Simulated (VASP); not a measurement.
# Pb7S8 (a cell with a defect) in VASP: single point with r2SCAN

Aim: the single point of Pb7S8 (a cell with a defect) with r2SCAN.

Program: VASP 6.6.1. These are calculated values, not measurements. Logs are shortened: lines on timing, memory, paths and dates and some standing lists are left out, and cuts for length are marked.

## 1. The cell of the first run

The cell holds a defect, 15 atoms: a = 8.388 Å, b = 8.388 Å, c = 8.388 Å, α = 60.00°, β = 60.00°, γ = 60.00°.

## 2. Single point, r2SCAN

Input file POSCAR:

```
Pb7S8
1.0
    0.0000000000      5.9315000000      5.9315000000
    5.9315000000      0.0000000000      5.9315000000
    5.9315000000      5.9315000000      0.0000000000
S Pb
8 7
Direct
    0.2500000000      0.2500000000      0.2500000000
    0.2500000000      0.2500000000      0.7500000000
    0.2500000000      0.7500000000      0.2500000000
    0.2500000000      0.7500000000      0.7500000000
    0.7500000000      0.2500000000      0.2500000000
    0.7500000000      0.2500000000      0.7500000000
    0.7500000000      0.7500000000      0.2500000000
    0.7500000000      0.7500000000      0.7500000000
    0.0000000000      0.0000000000      0.5000000000
    0.0000000000      0.5000000000      0.0000000000
    0.0000000000      0.5000000000      0.5000000000
    0.5000000000      0.0000000000      0.0000000000
    0.5000000000      0.0000000000      0.5000000000
    0.5000000000      0.5000000000      0.0000000000
    0.5000000000      0.5000000000      0.5000000000
```

Input file INCAR.step1:

```
SYSTEM = Pb7S8
PREC = Accurate ; ENCUT = 440
ISMEAR = -1 ; SIGMA = 0.05
LREAL = .FALSE. ; LASPH = .TRUE.
NELM = 120 ; NELECT = 148.0
NBANDS = 86 ; GGA = PE
ALGO = Normal ; EDIFF = 1E-5
LWAVE = .TRUE. ; LCHARG = .FALSE.
GGA_COMPAT = .FALSE.
```

Input file INCAR.step2:

```
SYSTEM = Pb7S8
PREC = Accurate ; ENCUT = 440
EDIFF = 1E-6 ; ISMEAR = -1
SIGMA = 0.05 ; LREAL = .FALSE.
LASPH = .TRUE. ; NELM = 120
ALGO = Normal ; ISIF = 2
LWAVE = .FALSE. ; LCHARG = .FALSE.
METAGGA = R2SCAN ; LMIXTAU = .TRUE.
NELECT = 148.0 ; NBANDS = 86
ISTART = 1 ; GGA_COMPAT = .FALSE.
```

Input file KPOINTS:

```
regular mesh
0
G
  1 1 1
  0 0 0
```

Potentials or basis: VASP PAW PBE potentials, release 64 (S, Pb_d).

Command:

```sh
$ cat potpaw_PBE.64/S/POTCAR potpaw_PBE.64/Pb_d/POTCAR > POTCAR
$ cp INCAR.step1 INCAR
$ mpirun -np 1 vasp_gam > vasp.out
$ cp INCAR.step2 INCAR
$ mpirun -np 1 vasp_gam > vasp.out
```

OUTCAR:

```text
SYSTEM = Pb7S8
   PREC = Accurate
   ENCUT = 440
   EDIFF = 1E-6
   ISMEAR = -1
   LREAL = .FALSE.
   LASPH = .TRUE.
   NELM = 120
   ISIF = 2
   METAGGA = R2SCAN
   NELECT = 148.0
   ISTART = 1

 ion  position               nearest neighbor table
   1  0.250  0.250  0.250-   9 2.97  10 2.97  11 2.97  12 2.97  13 2.97  14 2.97
   2  0.250  0.250  0.750-  10 2.97  11 2.97  12 2.97  13 2.97  15 2.97
   3  0.250  0.750  0.250-   9 2.97  11 2.97  12 2.97  14 2.97  15 2.97
   4  0.250  0.750  0.750-   9 2.97  10 2.97  13 2.97  14 2.97  15 2.97
   5  0.750  0.250  0.250-   9 2.97  10 2.97  13 2.97  14 2.97  15 2.97
   6  0.750  0.250  0.750-   9 2.97  11 2.97  12 2.97  14 2.97  15 2.97
   7  0.750  0.750  0.250-  10 2.97  11 2.97  12 2.97  13 2.97  15 2.97
   8  0.750  0.750  0.750-   9 2.97  10 2.97  11 2.97  12 2.97  13 2.97  14 2.97
   9  0.000  0.000  0.500-   1 2.97   3 2.97   4 2.97   5 2.97   6 2.97   8 2.97
  10  0.000  0.500  0.000-   1 2.97   2 2.97   4 2.97   5 2.97   7 2.97   8 2.97
  11  0.000  0.500  0.500-   1 2.97   2 2.97   3 2.97   6 2.97   7 2.97   8 2.97
  12  0.500  0.000  0.000-   1 2.97   2 2.97   3 2.97   6 2.97   7 2.97   8 2.97
  13  0.500  0.000  0.500-   1 2.97   2 2.97   4 2.97   5 2.97   7 2.97   8 2.97
  14  0.500  0.500  0.000-   1 2.97   3 2.97   4 2.97   5 2.97   6 2.97   8 2.97
  15  0.500  0.500  0.500-   2 2.97   3 2.97   4 2.97   5 2.97   6 2.97   7 2.97

  LATTYP: Found a face centered cubic cell.
 ALAT       =    11.8630000000

  Lattice vectors:

 A1 = (   0.0000000000,   5.9315000000,   5.9315000000)
 A2 = (   5.9315000000,   0.0000000000,   5.9315000000)
 A3 = (   5.9315000000,   5.9315000000,   0.0000000000)

Analysis of symmetry for initial positions (statically):
=====================================================================
 Subroutine PRICEL returns:
 Original cell was already a primitive cell.

 Routine SETGRP: Setting up the symmetry group for a
 face centered cubic supercell.

 Subroutine GETGRP returns: Found 48 space group operations
 (whereof 48 operations were pure point group operations)
 out of a pool of 48 trial point group operations.

The static configuration has the point symmetry O_h .

Analysis of symmetry for dynamics (positions and initial velocities):
=====================================================================
 Subroutine PRICEL returns:
 Original cell was already a primitive cell.

 Routine SETGRP: Setting up the symmetry group for a
 face centered cubic supercell.

 Subroutine GETGRP returns: Found 48 space group operations
 (whereof 48 operations were pure point group operations)
 out of a pool of 48 trial point group operations.

The dynamic configuration has the point symmetry O_h .

 Subroutine INISYM returns: Found 48 space group operations
 (whereof 48 operations are pure point group operations),
 and found     1 'primitive' translations

----------------------------------------------------------------------------------------

                                     Primitive cell

  volume of cell :     417.3723

  direct lattice vectors                    reciprocal lattice vectors
     0.000000000  5.931500000  5.931500000    -0.084295709  0.084295709  0.084295709
     5.931500000  0.000000000  5.931500000     0.084295709 -0.084295709  0.084295709
     5.931500000  5.931500000  0.000000000     0.084295709  0.084295709 -0.084295709

  length of vectors
     8.388407745  8.388407745  8.388407745     0.146004451  0.146004451  0.146004451

  position of ions in fractional coordinates (direct lattice)
     0.250000000  0.250000000  0.250000000
     0.250000000  0.250000000  0.750000000
     0.250000000  0.750000000  0.250000000
     0.250000000  0.750000000  0.750000000
     0.750000000  0.250000000  0.250000000
     0.750000000  0.250000000  0.750000000
     0.750000000  0.750000000  0.250000000
     0.750000000  0.750000000  0.750000000
     0.000000000  0.000000000  0.500000000
     0.000000000  0.500000000  0.000000000
     0.000000000  0.500000000  0.500000000
     0.500000000  0.000000000  0.000000000
     0.500000000  0.000000000  0.500000000
     0.500000000  0.500000000  0.000000000
     0.500000000  0.500000000  0.500000000

  ion indices of the primitive-cell ions
   primitive index   ion index
                 1           1
                 2           2
                 3           3
                 4           4
                 5           5
                 6           6
                 7           7
                 8           8
                 9           9
                10          10
                11          11
                12          12
                13          13
                14          14
                15          15

----------------------------------------------------------------------------------------

 KPOINTS: regular mesh

Automatic generation of k-mesh.
 Grid dimensions read from file:
 generate k-points for:    1    1    1

 Generating k-lattice:

  Cartesian coordinates                     Fractional coordinates (reciprocal lattice)
    -0.084295709  0.084295709  0.084295709     1.000000000  0.000000000  0.000000000
     0.084295709 -0.084295709  0.084295709     0.000000000  1.000000000  0.000000000
     0.084295709  0.084295709 -0.084295709     0.000000000  0.000000000  1.000000000

  Length of vectors
     0.146004451  0.146004451  0.146004451

  Shift w.r.t. Gamma in fractional coordinates (k-lattice)
     0.000000000  0.000000000  0.000000000

 Subroutine IBZKPT returns following result:
 ===========================================

 Found      1 irreducible k-points:

 Following reciprocal coordinates:
            Coordinates               Weight
  0.000000  0.000000  0.000000      1.000000
   k-points           NKPTS =      1   k-points in BZ     NKDIM =      1   number of bands    NBANDS=     86
   number of dos      NEDOS =    301   number of ions     NIONS =     15
   total plane-waves  NPLWV = 216000
   dimension x,y,z NGX =    60 NGY =   60 NGZ =   60
   dimension x,y,z NGXF=   120 NGYF=  120 NGZF=  120
   ions per type =               8   7
   NGX,Y,Z   is equivalent  to a cutoff of  11.89, 11.89, 11.89 a.u.
   NGXF,Y,Z  is equivalent  to a cutoff of  23.78, 23.78, 23.78 a.u.
 SYSTEM =  Pb7S8
   PREC   = accura    normal or accurate (medium, high low for compatibility)
   ISTART =      1    job   : 0-new  1-cont  2-samecut
   ICHARG =      0    charge: 1-file 2-atom 10-const
   ISPIN  =      1    spin polarized calculation?
   LNONCOLLINEAR =      F non collinear calculations
   LSORBIT =      F    spin-orbit coupling
   LASPH  =      T    aspherical Exc in radial PAW
   ENCUT  =  440.0 eV  32.34 Ry    5.69 a.u.  14.35 14.35 14.35*2*pi/ulx,y,z
   NELM   =    120;   NELMIN=  2; NELMDL=  0     # of ELM steps
   EDIFF  = 0.1E-05   stopping-criterion for ELM
   LREAL  =      F    real-space projection
   EDIFFG = 0.1E-04   stopping-criterion for IOM
   NSW    =      0    number of steps for IOM
   IBRION =     -1    ionic relax: 0-MD 1-quasi-New 2-CG
   NFREE  =      0    steps in history (QN), initial steepest desc. (CG)
   ISIF   =      2    stress and relaxation
   ISYM   =      2    0-nonsym 1-usesym 2-fastsym
   POTIM  = 0.5000    time-step for ionic-motion
   TEBEG  =    0.0;   TEEND  =   0.0 temperature during run
   PSTRESS=    0.0 pullay stress
   NELECT =     148.0000    total number of electrons
   NUPDOWN=      -1.0000    fix difference up-down
   EMIN   =  10.00;   EMAX   =-10.00  energy-range for DOS
   EFERMI =   0.00;   METHOD = LEGACY
   ISMEAR =    -1;   SIGMA  =   0.05  broadening in eV -4-tet -1-fermi 0-gaus
   EFERMI_NEDOS =   21; number of points for ismear=-14 and -15
   IALGO  =     38    algorithm
   IMIX   =      4    mixing-type and parameters
     AMIX     =   0.40;   BMIX     =  1.00
     AMIX_MAG =   1.60;   BMIX_MAG =  1.00
  volume/ion in A,a.u.               =      27.82       187.77
  Fermi-wavevector in a.u.,A,eV,Ry     =   1.158744  2.189709 18.268378  1.342688
  Thomas-Fermi vector in A             =   2.295343
   LORBIT       =      0    0 simple, 1 ext, 2 COOP (PROOUT), +10 PAW based schemes
   METAGGA = R2SCAN    functional components
   LHFCALC =     F    Hartree Fock is set to
   AEXX    =    0.0000 exact exchange contribution
   IVDW    =     0    specifies the selected vdW correction
   LEPSILON=     F    determine dielectric tensor
   LRPA    =     F    only Hartree local field effects (RPA)
 non-spin polarized calculation
  energy-cutoff  :      440.00
  volume of cell :      417.37
 maximum number of plane-waves:      4401
 NGX is ok and might be reduce to    60
   NGX = 29   NGY = 29   NGZ = 29

 number of electron     148.0000053 magnetization

 Free energy of the ion-electron system (eV)
  ---------------------------------------------------
  ext. energy  EPLUGINS =         0.00000000
  ---------------------------------------------------
  free energy    TOTEN  =      -448.34380565 eV

  energy without entropy =     -448.23668511  energy(sigma->0) =     -448.29024538

 E-fermi :   5.1566     XC(G=0):  -9.8175

 val. band max:        5.0132160123   @ k =   0.0000   0.0000   0.0000
 cond. band min:       5.2389895517   @ k =   0.0000   0.0000   0.0000
 fundamental gap:      0.2257735393
 Fermi energy:         5.1565756321

 k-point     1 :       0.0000    0.0000    0.0000
  band No.  band energies     occupation
      1     -13.3212      2.00000
      2     -13.2165      2.00000
      3     -13.2165      2.00000
      4     -13.2075      2.00000
      5     -13.2075      2.00000
      6     -13.2075      2.00000
[... 78 lines left out ...]
     85       8.7568      0.00000
     86       8.7568      0.00000

------------------------ aborting loop because EDIFF is reached ----------------------------------------

  FORCE on cell =-STRESS in cart. coord.  units (eV):
  Direction    XX          YY          ZZ          XY          YZ          ZX
  --------------------------------------------------------------------------------------
  -------------------------------------------------------------------------------------
  Total       34.5494249     34.5494249     34.5494249     -0.0000000     -0.0000000      0.0000000
  in kB      132.6257353    132.6257353    132.6257353     -0.0000000     -0.0000000      0.0000000
  external PRESSURE =     132.6257353 kB  Pullay stress =       0.0000000 kB

 VOLUME and BASIS-vectors are now :
 -----------------------------------------------------------------------------
  energy-cutoff  :      440.00
  volume of cell :      417.37
      direct lattice vectors                 reciprocal lattice vectors
     0.000000000  5.931500000  5.931500000    -0.084295709  0.084295709  0.084295709
     5.931500000  0.000000000  5.931500000     0.084295709 -0.084295709  0.084295709
     5.931500000  5.931500000  0.000000000     0.084295709  0.084295709 -0.084295709

 POSITION                                       TOTAL-FORCE (eV/Angst)
 -----------------------------------------------------------------------------------
      2.96575      2.96575      2.96575         0.000000      0.000000     -0.000000
      5.93150      5.93150      2.96575        -0.000000      0.000000      0.368154
      5.93150      2.96575      5.93150        -0.000000      0.368154     -0.000000
      8.89725      5.93150      5.93150        -0.368154      0.000000     -0.000000
      2.96575      5.93150      5.93150         0.368154      0.000000     -0.000000
      5.93150      8.89725      5.93150        -0.000000     -0.368154     -0.000000
      5.93150      5.93150      8.89725        -0.000000      0.000000     -0.368154
      8.89725      8.89725      8.89725        -0.000000      0.000000     -0.000000
      2.96575      2.96575      0.00000        -0.000000      0.000000     -0.000000
      2.96575      0.00000      2.96575        -0.000000      0.000000     -0.000000
      5.93150      2.96575      2.96575         0.000000      0.000000     -0.000000
      0.00000      2.96575      2.96575        -0.000000      0.000000     -0.000000
      2.96575      5.93150      2.96575         0.000000      0.000000     -0.000000
      2.96575      2.96575      5.93150        -0.000000      0.000000     -0.000000
      5.93150      5.93150      5.93150         0.000000      0.000000     -0.000000
 -----------------------------------------------------------------------------------
    total drift:                               -0.000000     -0.000000     -0.000000

  FREE ENERGIE OF THE ION-ELECTRON SYSTEM (eV)
  ---------------------------------------------------
  free  energy   TOTEN  =      -448.3438056526 eV

  energy  without entropy=     -448.2366851107  energy(sigma->0) =     -448.29024538
```

Run time: 2.8 min. Hardware: 1 thread of AMD EPYC 7R13 (Zen 3), shared host; peak memory 0.5 GiB.

Results:

- Free energy: -448.3438 eV
- Largest force: 0.368 eV/Å

Forces in eV/Å, atoms in the order of the input:
```
S    0.000  0.000  0.000
S    0.000  0.000  0.368
S    0.000  0.368  0.000
S   -0.368  0.000  0.000
S    0.368  0.000  0.000
S    0.000 -0.368  0.000
S    0.000  0.000 -0.368
S    0.000  0.000  0.000
Pb   0.000  0.000  0.000
Pb   0.000  0.000  0.000
Pb   0.000  0.000  0.000
Pb   0.000  0.000  0.000
Pb   0.000  0.000  0.000
Pb   0.000  0.000  0.000
Pb   0.000  0.000  0.000
```

Caveat: the k points lie up to 0.92 Å⁻¹ apart; the cell carries a net charge on a neutralising background, which shifts energy and pressure; the cell is charged against a uniform background, so pressure and absolute levels hang on convention; this odd mesh misses L, so gap, dielectric constants and Born charges aren't listed; the PAW data sets were made with another functional, which shifts forces and pressure a little; spin-orbit coupling is left out, which moves the levels of the heavy elements.
